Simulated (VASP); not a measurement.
# AlN in VASP: further runs, part 2 of 2

VASP 6.6.1. The steps go on from the part before.

## (4) Single point, r2SCAN (strain +0.5%)

Input file POSCAR:

```
AlN
1.0
    0.0000000000      2.0289627935      2.0289627935
    2.0289627935      0.0000000000      2.0289627935
    2.0289627935      2.0289627935      0.0000000000
Al N
1 1
Direct
    0.0000000000      0.0000000000      0.0000000000
    0.5000000000      0.5000000000      0.5000000000
```

Input file INCAR.step1:

```
ALGO = Normal ; EDIFF = 1E-4
ENCUT = 520 ; GGA = PE
ISMEAR = 0 ; LASPH = T
LCHARG = F ; LREAL = F
LWAVE = T ; NBANDS = 11
NELM = 100 ; PREC = Accurate
SIGMA = 0.01
```

Input file INCAR.step2:

```
ALGO = Normal ; EDIFF = 1E-7
ENCUT = 520 ; ISIF = 2
ISMEAR = 0 ; ISTART = 1
LASPH = T ; LCHARG = F
LMIXTAU = T ; LREAL = F
LWAVE = F ; METAGGA = R2SCAN
NBANDS = 11 ; NELM = 100
PREC = Accurate ; SIGMA = 0.01
```

Input file KPOINTS:

```
k-points
0
Gamma
  10 10 10
```

Potentials or basis: VASP PAW PBE potentials, release 64 (Al, N).

Started as:

```
$ cat potpaw_PBE.64/Al/POTCAR potpaw_PBE.64/N/POTCAR > POTCAR
$ cp INCAR.step1 INCAR
$ mpirun -np 1 vasp_std > vasp.out
$ cp INCAR.step2 INCAR
$ mpirun -np 1 vasp_std > vasp.out
```

OUTCAR:

```text
EDIFF = 1E-7
   ENCUT = 520
   ISIF = 2
   ISMEAR = 0
   ISTART = 1
   LASPH = T
   LREAL = F
   METAGGA = R2SCAN
   NELM = 100
   PREC = Accurate

 ion  position               nearest neighbor table
   1  0.000  0.000  0.000-   2 2.03   2 2.03   2 2.03   2 2.03   2 2.03   2 2.03
   2  0.500  0.500  0.500-   1 2.03   1 2.03   1 2.03   1 2.03   1 2.03   1 2.03

  LATTYP: Found a face centered cubic cell.
 ALAT       =     4.0579255870

  Lattice vectors:

 A1 = (   0.0000000000,   2.0289627935,   2.0289627935)
 A2 = (   2.0289627935,   0.0000000000,   2.0289627935)
 A3 = (   2.0289627935,   2.0289627935,   0.0000000000)

Analysis of symmetry for initial positions (statically):
=====================================================================
 Subroutine PRICEL returns:
 Original cell was already a primitive cell.

 Routine SETGRP: Setting up the symmetry group for a
 face centered cubic supercell.

 Subroutine GETGRP returns: Found 48 space group operations
[... 9 lines left out ...]

 Routine SETGRP: Setting up the symmetry group for a
 face centered cubic supercell.

 Subroutine GETGRP returns: Found 48 space group operations
[... 11 lines left out ...]
                                     Primitive cell

[... 142 lines left out ...]
 cond. band min:      15.0103984752   @ k =   0.5000   0.5000   0.0000
 fundamental gap:      5.3753554691
 Fermi energy:         9.6965959637

 k-point     1 :       0.0000    0.0000    0.0000
  band No.  band energies     occupation
      1      -8.6667      2.00000
      2       9.6350      2.00000
      3       9.6350      2.00000
      4       9.6350      2.00000
      5      15.9896      0.00000
      6      22.5095      0.00000
      7      22.5095      0.00000
      8      22.5095      0.00000
      9      28.1270      0.00000
     10      28.1270      0.00000
     11      28.2680      0.00000
[... 309 lines left out ...]
 k-point    24 :       0.4000    0.3000    0.0000
  band No.  band energies     occupation
      1      -5.6808      2.00000
      2       3.6611      2.00000
      3       6.7952      2.00000
      4       7.2983      2.00000
      5      16.5495      0.00000
      6      17.3043      0.00000
      7      22.8520      0.00000
      8      26.3118      0.00000
      9      27.1717      0.00000
     10      32.3887      0.00000
     11      35.7884      0.00000

 [... further k-points ...]
[... 5 lines left out ...]
  --------------------------------------------------------------------------------------
  -------------------------------------------------------------------------------------
  Total       -0.5013715     -0.5013715     -0.5013715      0.0000000      0.0000000     -0.0000000
  in kB      -48.0859252    -48.0859252    -48.0859252      0.0000000      0.0000000     -0.0000000
  external PRESSURE =     -48.0859252 kB  Pullay stress =       0.0000000 kB

 VOLUME and BASIS-vectors are now :
 -----------------------------------------------------------------------------
  energy-cutoff  :      520.00
  volume of cell :       16.71
      direct lattice vectors                 reciprocal lattice vectors
     0.000000000  2.028962793  2.028962793    -0.246431330  0.246431330  0.246431330
     2.028962793  0.000000000  2.028962793     0.246431330 -0.246431330  0.246431330
     2.028962793  2.028962793  0.000000000     0.246431330  0.246431330 -0.246431330

 POSITION                                       TOTAL-FORCE (eV/Angst)
 -----------------------------------------------------------------------------------
      0.00000      0.00000      0.00000         0.000000      0.000000      0.000000
      2.02896      2.02896      2.02896        -0.000000     -0.000000     -0.000000
 -----------------------------------------------------------------------------------
    total drift:                               -0.000000     -0.000000      0.000000

  FREE ENERGIE OF THE ION-ELECTRON SYSTEM (eV)
  ---------------------------------------------------
  free  energy   TOTEN  =       -18.8928268122 eV

  energy  without entropy=      -18.8928268122  energy(sigma->0) =      -18.89282681
```

OUTCAR.step1:

```text
EDIFF = 1E-4
   ENCUT = 520
   GGA = PE
   ISMEAR = 0
   LASPH = T
[... 557 lines left out ...]
 -----------------------------------------------------------------------------------
      0.00000      0.00000      0.00000         0.000000      0.000000     -0.000000
      2.02896      2.02896      2.02896        -0.000000     -0.000000      0.000000
 -----------------------------------------------------------------------------------
    total drift:                               -0.000000     -0.000000      0.000000

  FREE ENERGIE OF THE ION-ELECTRON SYSTEM (eV)
  ---------------------------------------------------
  free  energy   TOTEN  =       -14.5449222668 eV

  energy  without entropy=      -14.5449222668  energy(sigma->0) =      -14.54492227
```

It took 26 s on 1 thread of Intel Xeon 6975P-C, shared host; peak memory 0.14 GiB.

What came out:

| Quantity | Value |
| --- | --- |
| Free energy | -18.8928 eV |
| Pressure | -4.8 GPa |
| Band gap on the k mesh | 5.38 eV, indirect (least direct gap 6.35 eV) |

Caveat: the cell differs from its parent crystal (strain +0.5%); the PAW data sets were made with another functional, which shifts forces and pressure a little. A k mesh can miss the band edges.

## (5) Single point, PBE (uniaxial x strain -3.0%)

Input file INCAR:

```
SYSTEM = AlN
PREC     = Accurate       ! precision mode
ENCUT    = 520            ! plane-wave cutoff, eV
EDIFF    = 1E-7           ! SCF threshold, eV
ISMEAR   = -1             ! smearing method
SIGMA    = 0.02           ! smearing width, eV
LREAL    = .False.        ! projectors in reciprocal space
LASPH    = .True.         ! aspherical terms in the spheres
NELM     = 60             ! most SCF steps
ALGO     = Normal         ! electronic algorithm
ISIF     = 2              ! what is computed and relaxed
LWAVE    = .False.        ! write WAVECAR
LCHARG   = .False.        ! write CHGCAR
GGA      = PE             ! functional
NBANDS   = 11             ! bands
```

Input file KPOINTS:

```
Automatic mesh
0
Gamma
  10 10 10
  0 0 0
```

Input file POSCAR:

```
AlN
1.0
    0.0000000000      2.0188684513      2.0188684513
    1.9583023977      0.0000000000      2.0188684513
    1.9583023977      2.0188684513      0.0000000000
Al N
1 1
Direct
    0.0000000000      0.0000000000      0.0000000000
    0.5000000000      0.5000000000      0.5000000000
```

Started as:

```
$ cat potpaw_PBE.64/Al/POTCAR potpaw_PBE.64/N/POTCAR > POTCAR
$ mpirun -np 1 vasp_std > vasp.out
```

Wall time 11 s (1 thread of Intel Xeon 6975P-C, shared host); peak memory 0.14 GiB.

It converged, with:

```
Free energy            : -14.4945 eV
Pressure               : 15.6 GPa
Band gap on the k mesh : 4.69 eV, indirect (least direct gap 6.10 eV)
```

Stress tensor (GPa, compression positive):
```
23.09  0.00  0.00
 0.00 11.80  0.00
 0.00  0.00 11.80
```

Levels at points of the mesh, in eV from the valence-band top:
```
           k point  band 1  band 2  band 3  band 4  band 5  band 6  band 7  band 8
(0.00, 0.00, 0.00)  -17.94   -0.23    0.00    0.00    6.10   12.08   12.08   12.49
(0.50, 0.00, 0.00)  -14.54   -8.60   -1.28   -1.16    6.25   10.86   11.63   13.73
(0.50, 0.50, 0.00)  -13.60   -7.74   -3.08   -2.68    4.98    5.28   14.27   17.32
(0.00, 0.50, 0.50)  -13.35   -7.59   -3.12   -3.12    4.69    4.97   14.66   17.52
```

Caveat: the cell differs from its parent crystal (uniaxial x strain -3.0%).

## (6) Single point, PBE (epitaxial xy strain +1.5%)

Input file INCAR:

```
SYSTEM = AlN
PREC = Accurate
ENCUT = 520
EDIFF = 1E-6
ISMEAR = -1
SIGMA = 0.02
LREAL = .False.
LASPH = .True.
NELM = 60
ALGO = Normal
ISIF = 2
LWAVE = .False.
LCHARG = .False.
GGA = PE
NBANDS = 11
```

Input file KPOINTS:

```
regular mesh
0
Gamma
  10 10 10
  0 0 0
```

Input file POSCAR:

```
AlN
1.0
    0.0000000000      2.0491514780      1.9964597140
    2.0491514780      0.0000000000      1.9964597140
    2.0491514780      2.0491514780      0.0000000000
Al N
1 1
Direct
    0.0000000000      0.0000000000      0.0000000000
    0.5000000000      0.5000000000      0.5000000000
```

Potentials or basis: VASP PAW PBE potentials, release 64 (Al, N).

Started as:

```
$ cat potpaw_PBE.64/Al/POTCAR potpaw_PBE.64/N/POTCAR > POTCAR
$ mpirun -np 1 vasp_std > vasp.out
```

OUTCAR:

```text
SYSTEM = AlN
   PREC = Accurate
   ENCUT = 520
   EDIFF = 1E-6
   ISMEAR = -1
   LREAL = .False.
   LASPH = .True.
   NELM = 60
   ISIF = 2
   GGA = PE

 ion  position               nearest neighbor table
   1  0.000  0.000  0.000-   2 2.00   2 2.00   2 2.05   2 2.05   2 2.05   2 2.05
   2  0.500  0.500  0.500-   1 2.00   1 2.00   1 2.05   1 2.05   1 2.05   1 2.05

  LATTYP: Found a body centered tetragonal cell.
 ALAT       =     2.8979378115
 C/A-ratio  =     1.3778485556

  Lattice vectors:

 A1 = (   0.0000000000,  -2.0491514780,  -1.9964597140)
 A2 = (   0.0000000000,   2.0491514780,  -1.9964597140)
 A3 = (   2.0491514780,   0.0000000000,   1.9964597140)

Analysis of symmetry for initial positions (statically):
=====================================================================
 Subroutine PRICEL returns:
 Original cell was already a primitive cell.

 Routine SETGRP: Setting up the symmetry group for a
 body centered tetragonal supercell.

 Subroutine GETGRP returns: Found 16 space group operations
 (whereof 16 operations were pure point group operations)
 out of a pool of 16 trial point group operations.

The static configuration has the point symmetry D_4h.

Analysis of symmetry for dynamics (positions and initial velocities):
=====================================================================
 Subroutine PRICEL returns:
 Original cell was already a primitive cell.

 Routine SETGRP: Setting up the symmetry group for a
 body centered tetragonal supercell.

 Subroutine GETGRP returns: Found 16 space group operations
 (whereof 16 operations were pure point group operations)
 out of a pool of 16 trial point group operations.

The dynamic configuration has the point symmetry D_4h.

 Subroutine INISYM returns: Found 16 space group operations
 (whereof 16 operations are pure point group operations),
 and found     1 'primitive' translations

----------------------------------------------------------------------------------------

[... 114 lines left out ...]
  Fermi-wavevector in a.u.,A,eV,Ry     =   1.279259  2.417450 22.265995  1.636504
  Thomas-Fermi vector in A             =   2.411755
   LORBIT       =      0    0 simple, 1 ext, 2 COOP (PROOUT), +10 PAW based schemes
   GGA     = PE    functional components
   LHFCALC =     F    Hartree Fock is set to
   AEXX    =    0.0000 exact exchange contribution
   IVDW    =     0    specifies the selected vdW correction
   LEPSILON=     F    determine dielectric tensor
   LRPA    =     F    only Hartree local field effects (RPA)
 non-spin polarized calculation
  energy-cutoff  :      520.00
  volume of cell :       16.77
 maximum number of plane-waves:       463
 NGX is ok and might be reduce to    24
   NGX = 11   NGY = 11   NGZ = 11

 number of electron       8.0000000 magnetization

 Free energy of the ion-electron system (eV)
  ---------------------------------------------------
  ext. energy  EPLUGINS =         0.00000000
  ---------------------------------------------------
  free energy    TOTEN  =       -14.53915033 eV

  energy without entropy =      -14.53915033  energy(sigma->0) =      -14.53915033

 E-fermi :  10.2297     XC(G=0): -12.2165

 val. band max:        9.8383163007   @ k =   0.0000   0.0000   0.0000
 cond. band min:      14.0964885801   @ k =   0.5000   0.5000   0.0000
 fundamental gap:      4.2581722794
 Fermi energy:        10.2296891041

 k-point     1 :       0.0000    0.0000    0.0000
  band No.  band energies     occupation
      1      -7.6477      2.00000
      2       9.6425      2.00000
      3       9.8383      2.00000
      4       9.8383      2.00000
      5      15.2350      0.00000
      6      21.7895      0.00000
      7      21.7895      0.00000
      8      22.1324      0.00000
      9      27.0074      0.00000
     10      27.0363      0.00000
     11      27.8973      0.00000
[... 309 lines left out ...]
 k-point    24 :       0.4000    0.3000    0.0000
  band No.  band energies     occupation
      1      -4.5893      2.00000
      2       3.9855      2.00000
      3       6.9746      2.00000
      4       7.4286      2.00000
      5      15.7479      0.00000
      6      16.5274      0.00000
      7      21.9970      0.00000
      8      24.9900      0.00000
      9      25.7850      0.00000
     10      31.2949      0.00000
     11      34.4845      0.00000

 [... further k-points ...]
[... 5 lines left out ...]
  --------------------------------------------------------------------------------------
  -------------------------------------------------------------------------------------
  Total       -0.0945813     -0.0945813      0.6567702      0.0000000      0.0000000     -0.0000000
  in kB       -9.0380965     -9.0380965     62.7603469      0.0000000      0.0000000     -0.0000000
  external PRESSURE =      14.8947180 kB  Pullay stress =       0.0000000 kB

 VOLUME and BASIS-vectors are now :
 -----------------------------------------------------------------------------
  energy-cutoff  :      520.00
  volume of cell :       16.77
      direct lattice vectors                 reciprocal lattice vectors
     0.000000000  2.049151478  1.996459714    -0.244003435  0.244003435  0.250443320
     2.049151478  0.000000000  1.996459714     0.244003435 -0.244003435  0.250443320
     2.049151478  2.049151478  0.000000000     0.244003435  0.244003435 -0.250443320

 POSITION                                       TOTAL-FORCE (eV/Angst)
 -----------------------------------------------------------------------------------
      0.00000      0.00000      0.00000        -0.000000      0.000000     -0.000000
      2.04915      2.04915      1.99646         0.000000     -0.000000      0.000000
 -----------------------------------------------------------------------------------
    total drift:                               -0.000000     -0.000000      0.000000

  FREE ENERGIE OF THE ION-ELECTRON SYSTEM (eV)
  ---------------------------------------------------
  free  energy   TOTEN  =       -14.5391503322 eV

  energy  without entropy=      -14.5391503322  energy(sigma->0) =      -14.53915033
```

OSZICAR:

```text
N       E                     dE             d eps       ncg     rms          rms(c)
DAV:   1     0.105004971100E+02    0.10500E+02   -0.40212E+03  2300   0.625E+02
DAV:   2    -0.155395199361E+02   -0.26040E+02   -0.24875E+02  2704   0.137E+02
DAV:   3    -0.162740704220E+02   -0.73455E+00   -0.73353E+00  2720   0.217E+01
DAV:   4    -0.162770234885E+02   -0.29531E-02   -0.29529E-02  2496   0.149E+00
DAV:   5    -0.162770491544E+02   -0.25666E-04   -0.25666E-04  2726   0.133E-01    0.755E+00
DAV:   6    -0.145582028829E+02    0.17188E+01   -0.75604E+00  2448   0.145E+01    0.266E+00
DAV:   7    -0.145452096209E+02    0.12993E-01   -0.17795E-01  2487   0.310E+00    0.177E+00
DAV:   8    -0.145394777288E+02    0.57319E-02   -0.16347E-02  2364   0.111E+00    0.338E-01
DAV:   9    -0.145390961408E+02    0.38159E-03   -0.16022E-03  2595   0.238E-01    0.150E-01
DAV:  10    -0.145391563956E+02   -0.60255E-04   -0.14405E-04  2507   0.880E-02    0.405E-02
DAV:  11    -0.145391506691E+02    0.57265E-05   -0.18699E-05  2658   0.243E-02    0.754E-03
DAV:  12    -0.145391503322E+02    0.33688E-06   -0.57559E-07  1335   0.659E-03
   1 F= -.14539150E+02 E0= -.14539150E+02  d E =-.526352E-11
```

stdout:

```text
POSCAR found type information on POSCAR AlN
 POSCAR found :  2 types and       2 ions
 scaLAPACK will be used
 LDA part: xc-table for (Slater+PW92), standard interpolation
 POSCAR, INCAR and KPOINTS ok, starting setup
 FFT: planning ... GRIDC
 FFT: planning ... GRID_SOFT
 FFT: planning ... GRID
 WAVECAR not read
 entering main loop
```

Wall time 10 s (1 thread of Intel Xeon 6975P-C, shared host); peak memory 0.14 GiB.

What came out:

| Quantity | Value |
| --- | --- |
| Free energy | -14.5392 eV |
| Pressure | 1.5 GPa |
| Band gap on the k mesh | 4.26 eV, indirect (least direct gap 5.40 eV) |

Stress tensor (GPa, compression positive):
```
-0.90  0.00  0.00
 0.00 -0.90  0.00
 0.00  0.00  6.28
```

Levels at points of the mesh, in eV from the valence-band top:
```tsv
k point	band 2	band 3	band 4	band 5	band 6	band 7
(0.00, 0.00, 0.00)	-0.20	0.00	0.00	5.40	11.95	11.95
(0.50, 0.00, 0.00)	-8.27	-1.16	-1.07	5.96	10.53	11.15
(0.50, 0.50, 0.00)	-7.27	-2.95	-2.95	4.26	5.10	14.03
(0.50, 0.00, 0.50)	-7.39	-2.93	-2.59	4.49	5.36	13.69
```

Caveat: the cell differs from its parent crystal (epitaxial xy strain +1.5%).

## (7) The runs side by side

| level | cell | smearing | gap on the mesh (eV) | pressure (GPa) |
| --- | --- | --- | --- | --- |
| PBE | a = 2.884 Å, angles 60.0°, 2 atoms | fermi-dirac 0.02 eV | 4.36 | -1.7 |
| r2SCAN | a = 2.884 Å, angles 60.0°, 2 atoms | gaussian 0.01 eV | 5.23 | -8.5 |
| r2SCAN | a = 2.869 Å, angles 60.0°, 2 atoms | gaussian 0.01 eV | 5.38 | -4.8 |
| PBE | a = 2.855, b = 2.813, c = 2.813 Å, angles 61.0, 59.5, 59.5°, 2 atoms | fermi-dirac 0.02 eV | 4.69 | 15.6 |
| PBE | a = 2.861, b = 2.861, c = 2.898 Å, angles 59.6, 59.6, 60.9°, 2 atoms | fermi-dirac 0.02 eV | 4.26 | 1.5 |

Alike in all rows: task single point; potentials or basis VASP PAW PBE potentials, release 64 (Al, N); no spin polarisation; k mesh 10 × 10 × 10; cutoff (eV) 520.

Caveats: the PAW data sets were made with another functional, which shifts forces and pressure a little (some runs).

Absolute energies hang on the potentials; compare differences alone.
